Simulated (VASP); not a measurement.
# GaP (F-43m) in VASP: further runs, part 2 of 2

VASP 6.6.1. Earlier steps stand in the parts before.

## Step 4: Single point, PBEsol

This run uses another cell than the first one, of 16.16 Å³/atom, 0.798 times its volume.

Contents of INCAR:

```
  PREC = Accurate
  ENCUT = 500
  EDIFF = 1E-6
  ISMEAR = -1
  SIGMA = 0.05
  LREAL = False
  LASPH = True
  NELM = 120
  ALGO = Normal
  ISIF = 2
  LWAVE = False
  LCHARG = False
  GGA = PS
  NBANDS = 16
  GGA_COMPAT = False
```

Contents of KPOINTS:

```
Automatic mesh
0
Gamma
  8 8 8
```

Contents of POSCAR:

```
GaP
1.0
    0.0000000000      2.5280098435      2.5280098435
    2.5280098435      0.0000000000      2.5280098435
    2.5280098435      2.5280098435      0.0000000000
Ga P
1 1
Direct
    0.0000000000      0.0000000000      0.0000000000
    0.7500000000      0.7500000000      0.7500000000
```

Potentials or basis: VASP PAW PBE potentials, release 64 (Ga_d, P).

Launch:

```console
cat potpaw_PBE.64/Ga_d/POTCAR potpaw_PBE.64/P/POTCAR > POTCAR
mpirun -np 1 vasp_std > vasp.out
```

OUTCAR:

```text
PREC = Accurate
   ENCUT = 500
   EDIFF = 1E-6
   ISMEAR = -1
   LREAL = False
   LASPH = True
   NELM = 120
   ISIF = 2
   GGA = PS

 ion  position               nearest neighbor table
   1  0.000  0.000  0.000-   2 2.19   2 2.19   2 2.19   2 2.19
   2  0.750  0.750  0.750-   1 2.19   1 2.19   1 2.19   1 2.19

  LATTYP: Found a face centered cubic cell.
 ALAT       =     5.0560196870

  Lattice vectors:

 A1 = (   0.0000000000,   2.5280098435,   2.5280098435)
 A2 = (   2.5280098435,   0.0000000000,   2.5280098435)
 A3 = (   2.5280098435,   2.5280098435,   0.0000000000)

Analysis of symmetry for initial positions (statically):
[... 5 lines left out ...]
 face centered cubic supercell.

 Subroutine GETGRP returns: Found 24 space group operations
 (whereof 24 operations were pure point group operations)
 out of a pool of 48 trial point group operations.

The static configuration has the point symmetry T_d .

Analysis of symmetry for dynamics (positions and initial velocities):
[... 5 lines left out ...]
 face centered cubic supercell.

 Subroutine GETGRP returns: Found 24 space group operations
 (whereof 24 operations were pure point group operations)
 out of a pool of 48 trial point group operations.

The dynamic configuration has the point symmetry T_d .

 Subroutine INISYM returns: Found 24 space group operations
 (whereof 24 operations are pure point group operations),
 and found     1 'primitive' translations

----------------------------------------------------------------------------------------

                                     Primitive cell

  volume of cell :      32.3122

  direct lattice vectors                    reciprocal lattice vectors
     0.000000000  2.528009844  2.528009844    -0.197784040  0.197784040  0.197784040
[... 93 lines left out ...]
   ISYM   =      2    0-nonsym 1-usesym 2-fastsym
   POTIM  = 0.5000    time-step for ionic-motion
   TEBEG  =    0.0;   TEEND  =   0.0 temperature during run
   PSTRESS=    0.0 pullay stress
   NELECT =      18.0000    total number of electrons
   NUPDOWN=      -1.0000    fix difference up-down
   EMIN   =  10.00;   EMAX   =-10.00  energy-range for DOS
   EFERMI =   0.00;   METHOD = LEGACY
   ISMEAR =    -1;   SIGMA  =   0.05  broadening in eV -4-tet -1-fermi 0-gaus
   EFERMI_NEDOS =   21; number of points for ismear=-14 and -15
   IALGO  =     38    algorithm
   IMIX   =      4    mixing-type and parameters
     AMIX     =   0.40;   BMIX     =  1.00
     AMIX_MAG =   1.60;   BMIX_MAG =  1.00
  volume/ion in A,a.u.               =      16.16       109.03
  Fermi-wavevector in a.u.,A,eV,Ry     =   1.347029  2.545515 24.687592  1.814487
  Thomas-Fermi vector in A             =   2.474813
   LORBIT       =      0    0 simple, 1 ext, 2 COOP (PROOUT), +10 PAW based schemes
   GGA     = PS    functional components
   LHFCALC =     F    Hartree Fock is set to
   AEXX    =    0.0000 exact exchange contribution
   IVDW    =     0    specifies the selected vdW correction
   LEPSILON=     F    determine dielectric tensor
   LRPA    =     F    only Hartree local field effects (RPA)
 non-spin polarized calculation
  energy-cutoff  :      500.00
  volume of cell :       32.31
 maximum number of plane-waves:       869
 NGX is ok and might be reduce to    28
   NGX = 13   NGY = 13   NGZ = 13

 number of electron      17.9999988 magnetization

 Free energy of the ion-electron system (eV)
  ---------------------------------------------------
  ext. energy  EPLUGINS =         0.00000000
  ---------------------------------------------------
  free energy    TOTEN  =        -9.31782482 eV

  energy without entropy =       -9.31782377  energy(sigma->0) =       -9.31782430

 E-fermi :   7.6548     XC(G=0): -11.0800

 val. band max:        7.1844259152   @ k =   0.0000   0.0000   0.0000
 cond. band min:       8.1393848831   @ k =   0.5000   0.5000   0.0000
 fundamental gap:      0.9549589679
 Fermi energy:         7.6548373179

 k-point     1 :       0.0000    0.0000    0.0000
  band No.  band energies     occupation
      1      -7.9818      2.00000
      2      -7.9818      2.00000
      3      -7.9818      2.00000
      4      -7.7900      2.00000
      5      -7.7900      2.00000
      6      -7.2969      2.00000
[... 433 lines left out ...]
      3      -7.8959      2.00000
      4      -7.8049      2.00000
      5      -7.7756      2.00000
      6      -3.8015      2.00000
[... 8 lines left out ...]
     15      19.7945      0.00000
     16      21.0246      0.00000

 [... further k-points ...]
[... 5 lines left out ...]
  --------------------------------------------------------------------------------------
  -------------------------------------------------------------------------------------
  Total        5.9844733      5.9844733      5.9844733      0.0000000      0.0000000      0.0000000
  in kB      296.7359988    296.7359988    296.7359988      0.0000000      0.0000000      0.0000000
  external PRESSURE =     296.7359988 kB  Pullay stress =       0.0000000 kB

 VOLUME and BASIS-vectors are now :
 -----------------------------------------------------------------------------
  energy-cutoff  :      500.00
  volume of cell :       32.31
      direct lattice vectors                 reciprocal lattice vectors
     0.000000000  2.528009844  2.528009844    -0.197784040  0.197784040  0.197784040
     2.528009844  0.000000000  2.528009844     0.197784040 -0.197784040  0.197784040
     2.528009844  2.528009844  0.000000000     0.197784040  0.197784040 -0.197784040

 POSITION                                       TOTAL-FORCE (eV/Angst)
 -----------------------------------------------------------------------------------
      0.00000      0.00000      0.00000        -0.000000     -0.000000     -0.000000
      3.79201      3.79201      3.79201         0.000000      0.000000      0.000000
 -----------------------------------------------------------------------------------
    total drift:                               -0.000001     -0.000001     -0.000001

  FREE ENERGIE OF THE ION-ELECTRON SYSTEM (eV)
  ---------------------------------------------------
  free  energy   TOTEN  =        -9.3178248199 eV

  energy  without entropy=       -9.3178237704  energy(sigma->0) =       -9.31782430
```

OSZICAR:

```text
N       E                     dE             d eps       ncg     rms          rms(c)
DAV:   1     0.808992449372E+02    0.80899E+02   -0.89678E+03   984   0.175E+03
DAV:   2    -0.378485063731E+01   -0.84684E+02   -0.80140E+02  1064   0.319E+02
DAV:   3    -0.964143678093E+01   -0.58566E+01   -0.58365E+01  1120   0.646E+01
DAV:   4    -0.972527076486E+01   -0.83834E-01   -0.83818E-01  1160   0.831E+00
DAV:   5    -0.972682120773E+01   -0.15504E-02   -0.15504E-02  1192   0.103E+00    0.547E+00
DAV:   6    -0.938949050815E+01    0.33733E+00   -0.39531E-01  1464   0.154E+01    0.358E+00
DAV:   7    -0.932069550549E+01    0.68795E-01   -0.13612E-01  1312   0.334E+00    0.124E+00
DAV:   8    -0.931777296539E+01    0.29225E-02   -0.15836E-02  1056   0.159E+00    0.395E-01
DAV:   9    -0.931783191260E+01   -0.58947E-04   -0.12952E-03  1384   0.392E-01    0.646E-02
DAV:  10    -0.931780745315E+01    0.24459E-04   -0.75649E-05  1176   0.144E-01    0.234E-02
DAV:  11    -0.931782500503E+01   -0.17552E-04   -0.24106E-05  1104   0.527E-02    0.114E-02
DAV:  12    -0.931782481986E+01    0.18518E-06   -0.93779E-07   832   0.116E-02
   1 F= -.93178248E+01 E0= -.93178243E+01  d E =-.104947E-05
```

Run time: 19 s. Hardware: 1 thread of Intel Xeon Platinum 8375C at 2.90GHz (Ice Lake), shared host; peak memory 0.16 GiB.

What came out:

```
Free energy            : -9.3178 eV
Pressure               : 29.7 GPa
Band gap on the k mesh : 0.95 eV, indirect (least direct gap 3.66 eV)
```

Levels at points of the mesh, in eV from the valence-band top:
```
           k point  band 5  band 6  band 7  band 8  band 9  band 10  band 11  band 12  band 13  band 14
(0.00, 0.00, 0.00)  -14.97  -14.48    0.00    0.00    0.00     3.66     3.67     3.67     3.67     9.62
(0.50, 0.00, 0.00)  -14.96  -11.53   -8.22   -1.51   -1.51     2.26     4.48     4.48     8.33    12.36
(0.50, 0.50, 0.00)  -14.93  -10.31   -8.04   -3.62   -3.62     0.96     1.33    12.20    12.20    12.86
```

Caveat: the PAW data sets were made with another functional, which shifts forces and pressure a little. Expect the measured gap to be larger: semilocal functionals such as PBEsol lack the derivative discontinuity.

## Step 5: Single point, PBEsol

This run uses another cell than the first one, of 17.07 Å³/atom, 0.843 times its volume.

Contents of INCAR:

```
SYSTEM = GaP
PREC = Accurate ; ENCUT = 500
EDIFF = 1E-6 ; ISMEAR = -1
SIGMA = 0.05 ; LREAL = .False.
LASPH = .True. ; NELM = 120
ALGO = Normal ; ISIF = 2
LWAVE = .False. ; LCHARG = .False.
GGA = PS ; NBANDS = 16
GGA_COMPAT = .False.
```

Contents of KPOINTS:

```
Automatic mesh
0
Gamma
  8 8 8
  0 0 0
```

Contents of POSCAR:

```
GaP
1.0
    0.0000000000      2.5746129916      2.5746129916
    2.5746129916      0.0000000000      2.5746129916
    2.5746129916      2.5746129916      0.0000000000
Ga P
1 1
Direct
    0.0000000000      0.0000000000      0.0000000000
    0.7500000000      0.7500000000      0.7500000000
```

Launch:

```console
cat potpaw_PBE.64/Ga_d/POTCAR potpaw_PBE.64/P/POTCAR > POTCAR
mpirun -np 1 vasp_std > vasp.out
```

Wall time 24 s (1 thread of Intel Xeon Platinum 8375C at 2.90GHz (Ice Lake), shared host); peak memory 0.16 GiB.

The run converged. Its results:

```
Free energy            : -9.5970 eV
Pressure               : 19.7 GPa
Band gap on the k mesh : 1.11 eV, indirect (least direct gap 3.19 eV)
```

Levels at points of the mesh, in eV from the valence-band top:
```csv
k point,band 7,band 8,band 9,band 10,band 11,band 12
"(0.00, 0.00, 0.00)",0.00,0.00,0.00,3.19,3.73,3.73
"(0.50, 0.00, 0.00)",-7.81,-1.41,-1.41,2.10,4.54,4.54
"(0.50, 0.50, 0.00)",-7.71,-3.38,-3.38,1.11,1.46,11.82
```

Caveat: the PAW data sets were made with another functional, which shifts forces and pressure a little. A k mesh can miss the band edges.

## Step 6: The runs side by side

```tsv
level	cell	k mesh	smearing	gap on the mesh (eV)	pressure (GPa)
PBE	a = 3.854 Å, angles 60.0°, 2 atoms	8 × 8 × 8	fermi-dirac 0.02 eV	1.64	2.4
PBEsol	a = 3.854 Å, angles 60.0°, 2 atoms	7 × 7 × 7	fermi-dirac 0.05 eV	1.46	-0.6
PBEsol	a = 3.575 Å, angles 60.0°, 2 atoms	8 × 8 × 8	fermi-dirac 0.05 eV	0.95	29.7
PBEsol	a = 3.641 Å, angles 60.0°, 2 atoms	8 × 8 × 8	fermi-dirac 0.05 eV	1.11	19.7
```

Alike in all rows: task single point; potentials or basis VASP PAW PBE potentials, release 64 (Ga_d, P); no spin polarisation; cutoff (eV) 500.

Caveats: the PAW data sets were made with another functional, which shifts forces and pressure a little (some runs).

Total energies depend on the potentials used, so only differences within one code and one set of settings carry meaning.

## Step 7: Against experiment

Step 2. Measured gap of GaP: 2.34 eV (indirect; 10 K; quoted in “Stacking defects in GaP nanowires: Electronic structure and optical properties”, 2018, arxiv:1810.01194). This calculation gives 1.64 eV (-0.70 eV). Spin-orbit coupling on Ga is left out. The value is that of PBE on a finite k mesh, which can miss the band edges, without temperature or zero-point motion. Semilocal functionals fall short of measured gaps as a rule.

Step 3. A measured gap of GaP is 2.34 eV (indirect; 10 K; quoted in “Stacking defects in GaP nanowires: Electronic structure and optical properties”, 2018, arxiv:1810.01194); the calculated 1.46 eV misses it by -0.88 eV. Spin-orbit coupling on Ga is left out. The value is that of PBEsol on a finite k mesh, which can miss the band edges, without temperature or zero-point motion. Semilocal functionals fall short of measured gaps as a rule.
